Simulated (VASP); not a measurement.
# Ni (Im-3m) in VASP: further runs

The runs below take Ni through relaxation of cell and atoms, single point, with PBE.

Program: VASP 6.6.1. These are calculated values, not measurements. Logs are shortened: lines on timing, memory, paths and dates and some standing lists are left out, and cuts for length are marked.

### Step 1. The cell of the first run

Symmetry: Im-3m, No. 229, cubic system. The conventional cell has a = 2.709 Å, b = 2.709 Å, c = 2.709 Å, α = 90.00°, β = 90.00°, γ = 90.00°. Within 3.1 Å of Ni (site symmetry m-3m) lie 14 Ni at 2.35 to 2.71 Å.

### Step 2. Relaxation of cell and atoms, PBE, collinear spin, ferromagnetic start, target pressure 23 GPa, at which the enthalpy is minimised

Input file INCAR:

```
SYSTEM = Ni
ALGO = Normal ; EDIFF = 1E-7
EDIFFG = -0.005 ; ENCUT = 600
GGA = PE ; IBRION = 2
ISIF = 3 ; ISMEAR = -1
ISPIN = 2 ; LASPH = .True.
LCHARG = .False. ; LMAXMIX = 4
LORBIT = 11 ; LREAL = .False.
LWAVE = .False. ; MAGMOM = 1
NELM = 150 ; NSW = 60
PREC = Accurate ; PSTRESS = 230.0
SIGMA = 0.1
```

Input file KPOINTS:

```
k-points
0
Gamma
  20 20 20
  0 0 0
```

Input file POSCAR:

```
Ni
1.0
   -1.3545321442      1.3545321442      1.3545321442
    1.3545321442     -1.3545321442      1.3545321442
    1.3545321442      1.3545321442     -1.3545321442
Ni
1
Direct
    0.0000000000      0.0000000000      0.0000000000
```

Potentials or basis: VASP PAW PBE potentials, release 64 (Ni).

Run with:

```sh
> cat potpaw_PBE.64/Ni/POTCAR > POTCAR
> mpirun -np 1 vasp_std > vasp.out
```

OUTCAR:

```text
SYSTEM = Ni
   EDIFF = 1E-7
   EDIFFG = -0.005
   ENCUT = 600
   GGA = PE
   IBRION = 2
   ISIF = 3
   ISMEAR = -1
   ISPIN = 2
   LASPH = .True.
   LORBIT = 11
   LREAL = .False.
   NELM = 150
   NSW = 60
   PREC = Accurate
   PSTRESS = 230.0

 ion  position               nearest neighbor table
   1  0.000  0.000  0.000-

  LATTYP: Found a body centered cubic cell.
 ALAT       =     2.7090642884

  Lattice vectors:

 A1 = (  -1.3545321442,   1.3545321442,   1.3545321442)
 A2 = (   1.3545321442,  -1.3545321442,   1.3545321442)
 A3 = (   1.3545321442,   1.3545321442,  -1.3545321442)

Analysis of symmetry for initial positions (statically):
=====================================================================
 Subroutine PRICEL returns:
 Original cell was already a primitive cell.

 Routine SETGRP: Setting up the symmetry group for a
 body centered cubic supercell.

 Subroutine GETGRP returns: Found 48 space group operations
 (whereof 48 operations were pure point group operations)
 out of a pool of 48 trial point group operations.

The static configuration has the point symmetry O_h .

Analysis of symmetry for dynamics (positions and initial velocities):
=====================================================================
 Subroutine PRICEL returns:
 Original cell was already a primitive cell.

 Routine SETGRP: Setting up the symmetry group for a
 body centered cubic supercell.

 Subroutine GETGRP returns: Found 48 space group operations
 (whereof 48 operations were pure point group operations)
 out of a pool of 48 trial point group operations.

The dynamic configuration has the point symmetry O_h .

Analysis of structural, dynamic, and magnetic symmetry:
=====================================================================
 Subroutine PRICEL returns:
 Original cell was already a primitive cell.

 Routine SETGRP: Setting up the symmetry group for a
 body centered cubic supercell.

 Subroutine GETGRP returns: Found 48 space group operations
 (whereof 48 operations were pure point group operations)
 out of a pool of 48 trial point group operations.

The overall configuration has the point symmetry O_h .

 Subroutine INISYM returns: Found 48 space group operations
 (whereof 48 operations are pure point group operations),
 and found     1 'primitive' translations

----------------------------------------------------------------------------------------

                                     Primitive cell

  volume of cell :       9.9410

  direct lattice vectors                    reciprocal lattice vectors
    -1.354532144  1.354532144  1.354532144     0.000000000  0.369131144  0.369131144
     1.354532144 -1.354532144  1.354532144     0.369131144  0.000000000  0.369131144
     1.354532144  1.354532144 -1.354532144     0.369131144  0.369131144  0.000000000

  length of vectors
     2.346118494  2.346118494  2.346118494     0.522030270  0.522030270  0.522030270

  position of ions in fractional coordinates (direct lattice)
     0.000000000  0.000000000  0.000000000

  ion indices of the primitive-cell ions
   primitive index   ion index
                 1           1

----------------------------------------------------------------------------------------

 KPOINTS: k-points

Automatic generation of k-mesh.
 Grid dimensions read from file:
 generate k-points for:   20   20   20

 Generating k-lattice:

  Cartesian coordinates                     Fractional coordinates (reciprocal lattice)
     0.000000000  0.018456557  0.018456557     0.050000000  0.000000000  0.000000000
     0.018456557  0.000000000  0.018456557     0.000000000  0.050000000  0.000000000
     0.018456557  0.018456557  0.000000000     0.000000000  0.000000000  0.050000000

  Length of vectors
     0.026101514  0.026101514  0.026101514

  Shift w.r.t. Gamma in fractional coordinates (k-lattice)
     0.000000000  0.000000000  0.000000000

 Subroutine IBZKPT returns following result:
 ===========================================

 Found    256 irreducible k-points:

 Following reciprocal coordinates:
            Coordinates               Weight
  0.000000  0.000000  0.000000      1.000000
  0.050000  0.000000  0.000000     12.000000
  0.100000  0.000000  0.000000     12.000000
  0.150000  0.000000  0.000000     12.000000
  0.200000  0.000000  0.000000     12.000000
  0.250000  0.000000  0.000000     12.000000
[... 16 lines left out ...]
  0.200000  0.100000  0.000000     48.000000
  0.250000  0.100000  0.000000     48.000000
 [... further k-points ...]
   k-points           NKPTS =    256   k-points in BZ     NKDIM =    256   number of bands    NBANDS=     10
   number of dos      NEDOS =    301   number of ions     NIONS =      1
   total plane-waves  NPLWV =   8000
   dimension x,y,z NGX =    20 NGY =   20 NGZ =   20
   dimension x,y,z NGXF=    40 NGYF=   40 NGZF=   40
   ions per type =               1
   NGX,Y,Z   is equivalent  to a cutoff of  14.17, 14.17, 14.17 a.u.
   NGXF,Y,Z  is equivalent  to a cutoff of  28.34, 28.34, 28.34 a.u.
 SYSTEM =  Ni
   PREC   = accura    normal or accurate (medium, high low for compatibility)
   ISTART =      0    job   : 0-new  1-cont  2-samecut
   ICHARG =      2    charge: 1-file 2-atom 10-const
   ISPIN  =      2    spin polarized calculation?
   LNONCOLLINEAR =      F non collinear calculations
   LSORBIT =      F    spin-orbit coupling
   LASPH  =      T    aspherical Exc in radial PAW
   ENCUT  =  600.0 eV  44.10 Ry    6.64 a.u.   4.69  4.69  4.69*2*pi/ulx,y,z
   NELM   =    150;   NELMIN=  2; NELMDL= -5     # of ELM steps
   EDIFF  = 0.1E-06   stopping-criterion for ELM
   LREAL  =      F    real-space projection
   EDIFFG = -.5E-02   stopping-criterion for IOM
   NSW    =     60    number of steps for IOM
   IBRION =      2    ionic relax: 0-MD 1-quasi-New 2-CG
   NFREE  =      1    steps in history (QN), initial steepest desc. (CG)
   ISIF   =      3    stress and relaxation
   ISYM   =      2    0-nonsym 1-usesym 2-fastsym
   POTIM  = 0.5000    time-step for ionic-motion
   TEBEG  =    0.0;   TEEND  =   0.0 temperature during run
   PSTRESS=  230.0 pullay stress
   NELECT =      10.0000    total number of electrons
   NUPDOWN=      -1.0000    fix difference up-down
   EMIN   =  10.00;   EMAX   =-10.00  energy-range for DOS
   EFERMI =   0.00;   METHOD = LEGACY
   ISMEAR =    -1;   SIGMA  =   0.10  broadening in eV -4-tet -1-fermi 0-gaus
   EFERMI_NEDOS =   21; number of points for ismear=-14 and -15
   IALGO  =     38    algorithm
   IMIX   =      4    mixing-type and parameters
     AMIX     =   0.40;   BMIX     =  1.00
     AMIX_MAG =   1.60;   BMIX_MAG =  1.00
  volume/ion in A,a.u.               =       9.94        67.08
  Fermi-wavevector in a.u.,A,eV,Ry     =   1.640334  3.099781 36.609119  2.690694
  Thomas-Fermi vector in A             =   2.730989
   LORBIT       =     11    0 simple, 1 ext, 2 COOP (PROOUT), +10 PAW based schemes
   GGA     = PE    functional components
   LHFCALC =     F    Hartree Fock is set to
   AEXX    =    0.0000 exact exchange contribution
   IVDW    =     0    specifies the selected vdW correction
   LEPSILON=     F    determine dielectric tensor
   LRPA    =     F    only Hartree local field effects (RPA)
 conjugate gradient relaxation of ions
 spin polarized calculation
  energy-cutoff  :      600.00
  volume of cell :        9.94
 maximum number of plane-waves:       370
   NGX =  9   NGY =  9   NGZ =  9

--------------------------------------- Ionic step        1  -------------------------------------------

 number of electron      10.0000003 magnetization       0.3799397

 Free energy of the ion-electron system (eV)
  ---------------------------------------------------
  ext. energy  EPLUGINS =         0.00000000
  ---------------------------------------------------
  free energy    TOTEN  =        -5.33193112 eV

  energy without entropy =       -5.27498452  energy(sigma->0) =       -5.30345782

------------------------ aborting loop because EDIFF is reached ----------------------------------------

  FORCE on cell =-STRESS in cart. coord.  units (eV):
  Direction    XX          YY          ZZ          XY          YZ          ZX
  --------------------------------------------------------------------------------------
  -------------------------------------------------------------------------------------
  Total        1.4691813      1.4691813      1.4691813      0.0000000      0.0000000      0.0000000
  in kB      236.7870907    236.7870907    236.7870907      0.0000000      0.0000000      0.0000000
  external PRESSURE =       6.7870907 kB  Pullay stress =     230.0000000 kB
[... 59 lines left out ...]
  enthalpy is  TOTEN    =        -3.9047864794 eV   P V=        1.4357849884

--------------------------------------- Ionic step        3  -------------------------------------------

 number of electron      10.0000004 magnetization       0.3874975

 Free energy of the ion-electron system (eV)
  ---------------------------------------------------
  ext. energy  EPLUGINS =         0.00000000
  ---------------------------------------------------
  free energy    TOTEN  =        -5.33529703 eV

  energy without entropy =       -5.27835061  energy(sigma->0) =       -5.30682382

 E-fermi :  10.5285     XC(G=0): -13.7782

 val. band max:       10.5285149598   @ k =  -0.3500  -0.4500   0.1000
 cond. band min:      10.5301561741   @ k =  -0.4500  -0.4500   0.3000
 fundamental gap:      0.0016412143
 Fermi energy:        10.5285240064

 spin component 1

 k-point     1 :       0.0000    0.0000    0.0000
  band No.  band energies     occupation
      1       1.0350      1.00000
      2       8.1163      1.00000
      3       8.1163      1.00000
      4       8.1163      1.00000
      5       9.6691      0.99981
      6       9.6691      0.99981
      7      37.9062      0.00000
      8      37.9062      0.00000
      9      37.9062      0.00000
     10      43.4382      0.00000
[... 287 lines left out ...]
 k-point    24 :       0.2500    0.1000    0.0000
  band No.  band energies     occupation
      1       4.6156      1.00000
      2       7.4240      1.00000
      3       7.8487      1.00000
      4       9.3881      0.99999
      5       9.8083      0.99926
      6      10.0643      0.99046
      7      24.8381      0.00000
      8      29.9229      0.00000
      9      33.5691      0.00000
     10      37.6921      0.00000

 [... further k-points ...]

 spin component 2

 k-point     1 :       0.0000    0.0000    0.0000
  band No.  band energies     occupation
      1       1.0312      1.00000
      2       8.5795      1.00000
      3       8.5795      1.00000
      4       8.5796      1.00000
      5      10.0186      0.99393
      6      10.0186      0.99393
      7      37.8447      0.00000
      8      37.8447      0.00000
      9      37.8447      0.00000
     10      43.3937      0.00000
[... 327 lines left out ...]
  FREE ENERGIE OF THE ION-ELECTRON SYSTEM (eV)
  ---------------------------------------------------
  free  energy   TOTEN  =        -5.3352970281 eV

  energy  without entropy=       -5.2783506069  energy(sigma->0) =       -5.30682382

  enthalpy is  TOTEN    =        -3.9049099347 eV   P V=        1.4303870934

 reached required accuracy - stopping structural energy minimisation

 total charge

# of ion       s       p       d       tot
------------------------------------------
    1        0.530   0.572   8.382   9.484

 magnetization (x)

# of ion       s       p       d       tot
------------------------------------------
    1       -0.003  -0.012   0.404   0.389
```

It took 2.1 min on 1 thread of Intel Xeon 6975P-C, shared host; peak memory 0.18 GiB.

What came out:

```
Free energy                                            : -5.3353 eV
Relaxed volume                                         : 9.96 Å³/atom
Relaxed cell                                           : a = 2.348 Å, b = 2.348 Å, c = 2.348 Å, α = 109.47°, β = 109.47°, γ = 109.47°
Space group after relaxing (to 0.05 Å)                 : Im-3m (No. 229)
Energy change on relaxing (the enthalpy is what falls) : -3.4 meV/atom
Ionic steps                                            : 3
Pressure after relaxing                                : 23.0 GPa
Net moment                                             : 0.39 μB per cell
Site moments                                           : Ni +0.39 μB
Valence electrons inside the program's atomic spheres  : Ni 9.48
```

Step by step:
| step | energy change (eV) | largest force (eV/Å) | pressure (GPa) | volume (Å³) |
| --- | --- | --- | --- | --- |
| 1 | 0.0000 | 0.0000 | 23.68 | 9.94 |
| 2 | -0.0086 | 0.0000 | 21.96 | 10.00 |
| 3 | -0.0034 | 0.0000 | 23.03 | 9.96 |

Final structure:
```cif
data_structure
_symmetry_space_group_name_H-M 'P 1'
_symmetry_Int_Tables_number 1
_cell_length_a 2.3479
_cell_length_b 2.3479
_cell_length_c 2.3479
_cell_angle_alpha 109.471
_cell_angle_beta 109.471
_cell_angle_gamma 109.471
_cell_volume 9.96
loop_
_atom_site_label
_atom_site_type_symbol
_atom_site_fract_x
_atom_site_fract_y
_atom_site_fract_z
_atom_site_occupancy
Ni1 Ni 0.00000 0.00000 0.00000 1
```

Levels at points of the mesh, in eV from the Fermi level:
Spin up:
| k point | band 2 | band 3 | band 4 | band 5 | band 6 | band 7 | band 8 | band 9 |
| --- | --- | --- | --- | --- | --- | --- | --- | --- |
| (0.00, 0.00, 0.00) | -2.41 | -2.41 | -2.41 | -0.86 | -0.86 | 27.38 | 27.38 | 27.38 |
| (0.50, 0.00, 0.00) | -3.47 | -0.93 | -0.68 | 0.16 | 0.17 | 7.25 | 19.92 | 21.42 |
| (0.50, 0.50, 0.50) | -4.66 | -0.10 | -0.10 | -0.10 | 10.37 | 10.37 | 10.37 | 16.59 |
Spin down:
| k point | band 2 | band 3 | band 4 | band 5 | band 6 | band 7 | band 8 | band 9 |
| --- | --- | --- | --- | --- | --- | --- | --- | --- |
| (0.00, 0.00, 0.00) | -1.95 | -1.95 | -1.95 | -0.51 | -0.51 | 27.32 | 27.32 | 27.32 |
| (0.50, 0.00, 0.00) | -3.05 | -0.53 | -0.32 | 0.16 | 0.69 | 7.50 | 19.88 | 21.50 |
| (0.50, 0.50, 0.50) | -4.43 | 0.43 | 0.43 | 0.43 | 10.40 | 10.40 | 10.40 | 16.68 |

Caveat: the cell is relaxed towards a set pressure, so the enthalpy falls and the energy may rise.

### Step 3. Relaxation of cell and atoms, PBE, collinear spin, ferromagnetic start, target pressure 23 GPa, at which the enthalpy is minimised

This run uses another cell than the first one, of 9.98 Å³/atom, 1.004 times its volume.

Input file INCAR:

```
SYSTEM = Ni
PREC     = Accurate       ! precision mode
ENCUT    = 600            ! plane-wave cutoff, eV
EDIFF    = 1E-7           ! SCF threshold, eV
ISMEAR   = -1             ! smearing method
SIGMA    = 0.1            ! smearing width, eV
LREAL    = .FALSE.        ! projectors in reciprocal space
LASPH    = .TRUE.         ! aspherical terms in the spheres
NELM     = 150            ! most SCF steps
ALGO     = Normal         ! electronic algorithm
ISIF     = 3              ! what is computed and relaxed
LWAVE    = .FALSE.        ! write WAVECAR
LCHARG   = .FALSE.        ! write CHGCAR
ISPIN    = 2              ! spin polarisation
MAGMOM   = 1              ! initial moments
LORBIT   = 11             ! projections on sites
LMAXMIX  = 4              ! l up to which the mixer works
GGA      = PE             ! functional
IBRION   = 2              ! ionic algorithm
NSW      = 32             ! ionic steps
EDIFFG   = -0.005         ! ionic threshold
PSTRESS  = 230.0
```

Input file KPOINTS:

```
regular mesh
0
G
  20 20 20
  0 0 0
```

Input file POSCAR:

```
Ni
1.0
   -1.3564966989      1.3564966989      1.3564966989
    1.3564966989     -1.3564966989      1.3564966989
    1.3564966989      1.3564966989     -1.3564966989
Ni
1
Direct
    0.0000000000      0.0000000000      0.0000000000
```

Potentials or basis: VASP PAW PBE potentials, release 64 (Ni).

Run with:

```sh
> cat potpaw_PBE.64/Ni/POTCAR > POTCAR
> mpirun -np 1 vasp_std > vasp.out
```

Run time: 97 s. Hardware: 1 thread of Intel Xeon 6975P-C, shared host; peak memory 0.18 GiB.

Results (log left out):

| Quantity | Value |
| --- | --- |
| Free energy | -5.3353 eV |
| Relaxed volume | 9.96 Å³/atom |
| Relaxed cell | a = 2.348 Å, b = 2.348 Å, c = 2.348 Å, α = 109.47°, β = 109.47°, γ = 109.47° |
| Space group after relaxing (to 0.05 Å) | Im-3m (No. 229) |
| Energy change on relaxing (the enthalpy is what falls) | +2.9 meV/atom |
| Ionic steps | 3 |
| Pressure after relaxing | 23.0 GPa |
| Net moment | 0.39 μB per cell |
| Site moments | Ni +0.39 μB |
| Valence electrons inside the program's atomic spheres | Ni 9.48 |

The path:
```tsv
step	energy change (eV)	largest force (eV/Å)	pressure (GPa)	volume (Å³)
1	0.0000	0.0000	22.44	9.98
2	0.0073	0.0000	23.89	9.93
3	0.0029	0.0000	23.02	9.96
```

Final structure:
```cif
data_structure
_symmetry_space_group_name_H-M 'P 1'
_symmetry_Int_Tables_number 1
_cell_length_a 2.3479
_cell_length_b 2.3479
_cell_length_c 2.3479
_cell_angle_alpha 109.471
_cell_angle_beta 109.471
_cell_angle_gamma 109.471
_cell_volume 9.96
loop_
_atom_site_label
_atom_site_type_symbol
_atom_site_fract_x
_atom_site_fract_y
_atom_site_fract_z
_atom_site_occupancy
Ni1 Ni 0.00000 0.00000 0.00000 1
```

Levels at points of the mesh, in eV from the Fermi level:
Spin up:
| k point | band 1 | band 2 | band 3 | band 4 | band 5 | band 6 | band 7 | band 8 | band 9 | band 10 |
| --- | --- | --- | --- | --- | --- | --- | --- | --- | --- | --- |
| (0.00, 0.00, 0.00) | -9.49 | -2.41 | -2.41 | -2.41 | -0.86 | -0.86 | 27.38 | 27.38 | 27.38 | 32.91 |
| (0.50, 0.00, 0.00) | -5.05 | -3.47 | -0.92 | -0.68 | 0.16 | 0.17 | 7.25 | 19.92 | 21.43 | 25.17 |
| (0.50, 0.50, 0.50) | -4.66 | -4.66 | -0.10 | -0.10 | -0.10 | 10.37 | 10.37 | 10.37 | 16.59 | 16.59 |
Spin down:
```tsv
k point	band 2	band 3	band 4	band 5	band 6	band 7	band 8	band 9
(0.00, 0.00, 0.00)	-1.95	-1.95	-1.95	-0.51	-0.51	27.32	27.32	27.32
(0.50, 0.00, 0.00)	-3.05	-0.53	-0.32	0.16	0.69	7.50	19.88	21.50
(0.50, 0.50, 0.50)	-4.43	0.43	0.43	0.43	10.40	10.40	10.40	16.68
```

Caveat: the cell is relaxed towards a set pressure, so the enthalpy falls and the energy may rise.

### Step 4. Single point, PBE, collinear spin, ferromagnetic start

This run uses another cell than the first one, of 9.98 Å³/atom, 1.004 times its volume.

Input file INCAR:

```
SYSTEM = Ni
PREC     = Accurate       ! precision mode
ENCUT    = 520            ! plane-wave cutoff, eV
EDIFF    = 1E-6           ! SCF threshold, eV
ISMEAR   = -1             ! smearing method
SIGMA    = 0.1            ! smearing width, eV
LREAL    = .FALSE.        ! projectors in reciprocal space
LASPH    = .TRUE.         ! aspherical terms in the spheres
NELM     = 150            ! most SCF steps
ALGO     = Normal         ! electronic algorithm
ISIF     = 2              ! what is computed and relaxed
LWAVE    = .FALSE.        ! write WAVECAR
LCHARG   = .FALSE.        ! write CHGCAR
ISPIN    = 2              ! spin polarisation
MAGMOM   = 1              ! initial moments
LORBIT   = 11             ! projections on sites
LMAXMIX  = 4              ! l up to which the mixer works
GGA      = PE             ! functional
NBANDS   = 15             ! bands
```

Input file KPOINTS:

```
Automatic mesh
0
G
  20 20 20
  0 0 0
```

POSCAR is that of step 3.

Run with:

```sh
> cat potpaw_PBE.64/Ni/POTCAR > POTCAR
> mpirun -np 1 vasp_std > vasp.out
```

Run time: 44 s. Hardware: 1 thread of Intel Xeon 6975P-C, shared host; peak memory 0.17 GiB.

The run converged. Its results:

| Quantity | Value |
| --- | --- |
| Free energy | -5.3385 eV |
| Pressure | 22.6 GPa |
| Net moment | 0.40 μB per cell |
| Site moments | Ni +0.40 μB |
| Valence electrons inside the program's atomic spheres | Ni 9.48 |

Levels at points of the mesh, in eV from the Fermi level:
Spin up:
```
           k point  band 1  band 2  band 3  band 4  band 5  band 6  band 7  band 8  band 9  band 10
(0.00, 0.00, 0.00)   -9.48   -2.41   -2.41   -2.41   -0.86   -0.86   27.36   27.36   27.36    32.87
(0.50, 0.00, 0.00)   -5.04   -3.47   -0.93   -0.68    0.15    0.17    7.23   19.90   21.39    25.14
(0.50, 0.50, 0.50)   -4.65   -4.65   -0.11   -0.11   -0.11   10.35   10.35   10.35   16.57    16.57
```
Spin down:
```
           k point  band 3  band 4  band 5  band 6  band 7  band 8
(0.00, 0.00, 0.00)   -1.94   -1.94   -0.51   -0.51   27.29   27.29
(0.50, 0.00, 0.00)   -0.53   -0.31    0.16    0.69    7.49   19.85
(0.50, 0.50, 0.50)    0.43    0.43    0.43   10.38   10.38   10.38
```

[end of part 1 of 2]
